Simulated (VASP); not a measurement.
# Tb (Im-3m) in VASP: single point with PBE

Aim: the single point of Tb with PBE.

Everything below comes from runs of VASP 6.6.1. Logs are shortened: lines on timing, memory, paths and dates and some standing lists are left out, and cuts for length are marked.

## 1. The cell of the first run

Symmetry: Im-3m, No. 229, cubic system. Conventional cell: a = 4.037 Å, b = 4.037 Å, c = 4.037 Å, α = 90.00°, β = 90.00°, γ = 90.00°. Tb (site symmetry m-3m) has 14 Tb at 3.50 to 4.04 Å within 4.6 Å.

This isn't the form of Tb at room conditions, which is hcp.

## 2. Single point, PBE, collinear spin, ferromagnetic start

File INCAR:

```
SYSTEM = Tb
PREC = Accurate ; ENCUT = 520
EDIFF = 1E-6 ; ISMEAR = 0
SIGMA = 0.05 ; LREAL = .False.
LASPH = .True. ; NELM = 150
ALGO = Normal ; ISIF = 2
LWAVE = .False. ; LCHARG = .False.
ISPIN = 2 ; MAGMOM = 6.5
LORBIT = 11 ; LMAXMIX = 6
GGA = PE ; NBANDS = 20
```

File KPOINTS:

```
Automatic mesh
0
Gamma
  14 14 14
  0 0 0
```

File POSCAR:

```
Tb
1.0
   -2.0184513733      2.0184513733      2.0184513733
    2.0184513733     -2.0184513733      2.0184513733
    2.0184513733      2.0184513733     -2.0184513733
Tb
1
Direct
    0.0000000000      0.0000000000      0.0000000000
```

Potentials or basis: VASP PAW PBE potentials, release 64 (Tb).

On the command line:

```console
$ cat potpaw_PBE.64/Tb/POTCAR > POTCAR
$ mpirun -np 1 vasp_std > vasp.out
```

OUTCAR:

```text
SYSTEM = Tb
   PREC = Accurate
   ENCUT = 520
   EDIFF = 1E-6
   ISMEAR = 0
   LREAL = .False.
   LASPH = .True.
   NELM = 150
   ISIF = 2
   ISPIN = 2
   LORBIT = 11
   GGA = PE

 ion  position               nearest neighbor table
   1  0.000  0.000  0.000-

  LATTYP: Found a body centered cubic cell.
 ALAT       =     4.0369027466

  Lattice vectors:

 A1 = (  -2.0184513733,   2.0184513733,   2.0184513733)
 A2 = (   2.0184513733,  -2.0184513733,   2.0184513733)
 A3 = (   2.0184513733,   2.0184513733,  -2.0184513733)

Analysis of symmetry for initial positions (statically):
=====================================================================
 Subroutine PRICEL returns:
 Original cell was already a primitive cell.

 Routine SETGRP: Setting up the symmetry group for a
 body centered cubic supercell.

 Subroutine GETGRP returns: Found 48 space group operations
 (whereof 48 operations were pure point group operations)
 out of a pool of 48 trial point group operations.

The static configuration has the point symmetry O_h .

Analysis of symmetry for dynamics (positions and initial velocities):
=====================================================================
 Subroutine PRICEL returns:
 Original cell was already a primitive cell.

 Routine SETGRP: Setting up the symmetry group for a
 body centered cubic supercell.

 Subroutine GETGRP returns: Found 48 space group operations
 (whereof 48 operations were pure point group operations)
 out of a pool of 48 trial point group operations.

The dynamic configuration has the point symmetry O_h .

Analysis of structural, dynamic, and magnetic symmetry:
=====================================================================
 Subroutine PRICEL returns:
 Original cell was already a primitive cell.

 Routine SETGRP: Setting up the symmetry group for a
 body centered cubic supercell.

 Subroutine GETGRP returns: Found 48 space group operations
 (whereof 48 operations were pure point group operations)
 out of a pool of 48 trial point group operations.

The overall configuration has the point symmetry O_h .

 Subroutine INISYM returns: Found 48 space group operations
 (whereof 48 operations are pure point group operations),
 and found     1 'primitive' translations

----------------------------------------------------------------------------------------

                                     Primitive cell

  volume of cell :      32.8939

  direct lattice vectors                    reciprocal lattice vectors
    -2.018451373  2.018451373  2.018451373     0.000000000  0.247714662  0.247714662
     2.018451373 -2.018451373  2.018451373     0.247714662  0.000000000  0.247714662
     2.018451373  2.018451373 -2.018451373     0.247714662  0.247714662  0.000000000

  length of vectors
     3.496060331  3.496060331  3.496060331     0.350321435  0.350321435  0.350321435

  position of ions in fractional coordinates (direct lattice)
     0.000000000  0.000000000  0.000000000

  ion indices of the primitive-cell ions
   primitive index   ion index
                 1           1

----------------------------------------------------------------------------------------

 KPOINTS: Automatic mesh

Automatic generation of k-mesh.
 Grid dimensions read from file:
 generate k-points for:   14   14   14

 Generating k-lattice:

  Cartesian coordinates                     Fractional coordinates (reciprocal lattice)
     0.000000000  0.017693904  0.017693904     0.071428571  0.000000000  0.000000000
     0.017693904  0.000000000  0.017693904     0.000000000  0.071428571  0.000000000
     0.017693904  0.017693904  0.000000000     0.000000000  0.000000000  0.071428571

  Length of vectors
     0.025022960  0.025022960  0.025022960

  Shift w.r.t. Gamma in fractional coordinates (k-lattice)
     0.000000000  0.000000000  0.000000000

 Subroutine IBZKPT returns following result:
 ===========================================

 Found    104 irreducible k-points:

 Following reciprocal coordinates:
            Coordinates               Weight
  0.000000  0.000000  0.000000      1.000000
  0.071429  0.000000  0.000000     12.000000
  0.142857  0.000000  0.000000     12.000000
  0.214286  0.000000  0.000000     12.000000
  0.285714  0.000000  0.000000     12.000000
  0.357143  0.000000  0.000000     12.000000
[... 16 lines left out ...]
  0.285714  0.285714  0.000000     24.000000
  0.357143  0.285714  0.000000     24.000000
 [... further k-points ...]
   k-points           NKPTS =    104   k-points in BZ     NKDIM =    104   number of bands    NBANDS=     20
   number of dos      NEDOS =    301   number of ions     NIONS =      1
   total plane-waves  NPLWV =  21952
   dimension x,y,z NGX =    28 NGY =   28 NGZ =   28
   dimension x,y,z NGXF=    56 NGYF=   56 NGZF=   56
   ions per type =               1
   NGX,Y,Z   is equivalent  to a cutoff of  13.31, 13.31, 13.31 a.u.
   NGXF,Y,Z  is equivalent  to a cutoff of  26.63, 26.63, 26.63 a.u.
 SYSTEM =  Tb
   PREC   = accura    normal or accurate (medium, high low for compatibility)
   ISTART =      0    job   : 0-new  1-cont  2-samecut
   ICHARG =      2    charge: 1-file 2-atom 10-const
   ISPIN  =      2    spin polarized calculation?
   LNONCOLLINEAR =      F non collinear calculations
   LSORBIT =      F    spin-orbit coupling
   LASPH  =      T    aspherical Exc in radial PAW
   ENCUT  =  520.0 eV  38.22 Ry    6.18 a.u.   6.50  6.50  6.50*2*pi/ulx,y,z
   NELM   =    150;   NELMIN=  2; NELMDL= -5     # of ELM steps
   EDIFF  = 0.1E-05   stopping-criterion for ELM
   LREAL  =      F    real-space projection
   EDIFFG = 0.1E-04   stopping-criterion for IOM
   NSW    =      0    number of steps for IOM
   IBRION =     -1    ionic relax: 0-MD 1-quasi-New 2-CG
   NFREE  =      0    steps in history (QN), initial steepest desc. (CG)
   ISIF   =      2    stress and relaxation
   ISYM   =      2    0-nonsym 1-usesym 2-fastsym
   POTIM  = 0.5000    time-step for ionic-motion
   TEBEG  =    0.0;   TEEND  =   0.0 temperature during run
   PSTRESS=    0.0 pullay stress
   NELECT =      19.0000    total number of electrons
   NUPDOWN=      -1.0000    fix difference up-down
   EMIN   =  10.00;   EMAX   =-10.00  energy-range for DOS
   EFERMI =   0.00;   METHOD = LEGACY
   ISMEAR =     0;   SIGMA  =   0.05  broadening in eV -4-tet -1-fermi 0-gaus
   EFERMI_NEDOS =   21; number of points for ismear=-14 and -15
   IALGO  =     38    algorithm
   IMIX   =      4    mixing-type and parameters
     AMIX     =   0.40;   BMIX     =  1.00
     AMIX_MAG =   1.60;   BMIX_MAG =  1.00
  volume/ion in A,a.u.               =      32.89       221.98
  Fermi-wavevector in a.u.,A,eV,Ry     =   1.363393  2.576439 25.291062  1.858841
  Thomas-Fermi vector in A             =   2.489800
   LORBIT       =     11    0 simple, 1 ext, 2 COOP (PROOUT), +10 PAW based schemes
   GGA     = PE    functional components
   LHFCALC =     F    Hartree Fock is set to
   AEXX    =    0.0000 exact exchange contribution
   IVDW    =     0    specifies the selected vdW correction
   LEPSILON=     F    determine dielectric tensor
   LRPA    =     F    only Hartree local field effects (RPA)
 spin polarized calculation
 Gauss-broadening in eV      SIGMA  =   0.05
  energy-cutoff  :      520.00
  volume of cell :       32.89
 maximum number of plane-waves:       935
 NGX is ok and might be reduce to    28
   NGX = 13   NGY = 13   NGZ = 13

 number of electron      19.0000004 magnetization       5.8249351

 Free energy of the ion-electron system (eV)
  ---------------------------------------------------
  ext. energy  EPLUGINS =         0.00000000
  ---------------------------------------------------
  free energy    TOTEN  =        -9.43465598 eV

  energy without entropy =       -9.42039175  energy(sigma->0) =       -9.42752387

 E-fermi :   2.8798     XC(G=0):  -9.9762

 val. band max:        2.8797550836   @ k =   0.1429   0.1429   0.1429
 cond. band min:       2.8805327866   @ k =   0.2143   0.2143   0.1429
 fundamental gap:      0.0007777030
 Fermi energy:         2.8797987534

 spin component 1

 k-point     1 :       0.0000    0.0000    0.0000
  band No.  band energies     occupation
      1     -43.2745      1.00000
      2     -19.5760      1.00000
      3     -19.5760      1.00000
      4     -19.5760      1.00000
      5      -2.1091      1.00000
      6      -1.1853      1.00000
[... 12 lines left out ...]
     19      13.6355      0.00000
     20      13.6355      0.00000

 k-point     2 :       0.0714    0.0000    0.0000
  band No.  band energies     occupation
      1     -43.2716      1.00000
      2     -19.6109      1.00000
      3     -19.5868      1.00000
      4     -19.5762      1.00000
      5      -1.9638      1.00000
      6      -1.1896      1.00000
[... 498 lines left out ...]
 k-point    24 :       0.3571    0.2857    0.0000
  band No.  band energies     occupation
      1     -43.2082      1.00000
      2     -20.0797      1.00000
      3     -19.9788      1.00000
      4     -19.6580      1.00000
      5      -1.2673      1.00000
      6      -1.2513      1.00000
[... 12 lines left out ...]
     19      12.2784      0.00000
     20      14.7610      0.00000

 [... further k-points ...]

 spin component 2

 k-point     1 :       0.0000    0.0000    0.0000
  band No.  band energies     occupation
      1     -40.7300      1.00000
      2     -17.7032      1.00000
      3     -17.7032      1.00000
      4     -17.7032      1.00000
      5      -1.7840      1.00000
      6       2.7805      0.99751
[... 12 lines left out ...]
     19      13.9176      0.00000
     20      13.9176      0.00000

 k-point     2 :       0.0714    0.0000    0.0000
  band No.  band energies     occupation
      1     -40.7264      1.00000
      2     -17.7457      1.00000
      3     -17.7159      1.00000
      4     -17.7034      1.00000
      5      -1.6321      1.00000
      6       2.7760      0.99834
[... 498 lines left out ...]
 k-point    24 :       0.3571    0.2857    0.0000
  band No.  band energies     occupation
      1     -40.6480      1.00000
      2     -18.3075      1.00000
      3     -18.1860      1.00000
      4     -17.8011      1.00000
      5       2.3742      1.00000
      6       2.8150      0.96665
[... 12 lines left out ...]
     19      13.1303      0.00000
     20      15.3210      0.00000

 [... further k-points ...]

------------------------ aborting loop because EDIFF is reached ----------------------------------------

  FORCE on cell =-STRESS in cart. coord.  units (eV):
  Direction    XX          YY          ZZ          XY          YZ          ZX
  --------------------------------------------------------------------------------------
  -------------------------------------------------------------------------------------
  Total       -0.0761358     -0.0761358     -0.0761358      0.0000000      0.0000000      0.0000000
  in kB       -3.7083827     -3.7083827     -3.7083827      0.0000000      0.0000000      0.0000000
  external PRESSURE =      -3.7083827 kB  Pullay stress =       0.0000000 kB

 VOLUME and BASIS-vectors are now :
 -----------------------------------------------------------------------------
  energy-cutoff  :      520.00
  volume of cell :       32.89
      direct lattice vectors                 reciprocal lattice vectors
    -2.018451373  2.018451373  2.018451373     0.000000000  0.247714662  0.247714662
     2.018451373 -2.018451373  2.018451373     0.247714662  0.000000000  0.247714662
     2.018451373  2.018451373 -2.018451373     0.247714662  0.247714662  0.000000000

 POSITION                                       TOTAL-FORCE (eV/Angst)
 -----------------------------------------------------------------------------------
      0.00000      0.00000      0.00000         0.000000      0.000000     -0.000000
 -----------------------------------------------------------------------------------
    total drift:                                0.000000      0.000000      0.000000

  FREE ENERGIE OF THE ION-ELECTRON SYSTEM (eV)
  ---------------------------------------------------
  free  energy   TOTEN  =        -9.4346559794 eV

  energy  without entropy=       -9.4203917537  energy(sigma->0) =       -9.42752387

 total charge

# of ion       s       p       d       f       tot
--------------------------------------------------
    1        2.084   5.602   0.474   8.156  16.317

 magnetization (x)

# of ion       s       p       d       f       tot
--------------------------------------------------
    1        0.000  -0.049   0.064   5.637   5.652
```

Wall time 13 min (1 thread of AMD EPYC, shared host); peak memory 0.24 GiB.

What came out:

- Free energy: -9.4347 eV
- Pressure: -0.4 GPa
- Net moment: 5.82 μB per cell
- Site moments: Tb +5.65 μB
- Valence electrons inside the program's atomic spheres: Tb 16.32

Caveat: the magnetic or orbital state may not be the lowest; spin-orbit coupling is left out, which moves the levels of the heavy elements; semilocal functionals describe open f shells poorly, which spoils levels, moments and volumes. The state reached can hang on the start; a lower one may exist.
